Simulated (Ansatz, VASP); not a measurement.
# Two plane-wave programs on Cu3N

```
Cu N
1.0
     3.86369    0.00000    0.00000
     0.00000    3.86369    0.00000
     0.00000    0.00000    3.86369
Cu N
3 1
Cartesian
  1.9318 0.0000 0.0000
  0.0000 1.9318 0.0000
  0.0000 0.0000 1.9318
  0.0000 0.0000 0.0000
```

Alike in both runs: task single point; functional r2SCAN; k mesh 6 × 6 × 6; occupations fermi-dirac, width 0.02 eV; no spin polarisation.

|  | VASP | Ansatz |
| --- | --- | --- |
| version | VASP 6.6.1 | Ansatz 0.2.0 |
| potentials or method | VASP PAW PBE potentials, release 64 (Cu, N) | plane waves, PAW |
| plane-wave cutoff (eV) | 660 | 500 |
| valence electrons in the cell | 38 | 62 |

```tsv
	VASP	Ansatz	Ansatz less VASP
pressure (GPa)	-6.0	-6.6	-0.55
```

VASP's potentials were made for PBE, not for r2SCAN. VASP's potentials hold 38 valence electrons a cell and Ansatz's 62, so a difference there can come from the potentials and not from the codes.
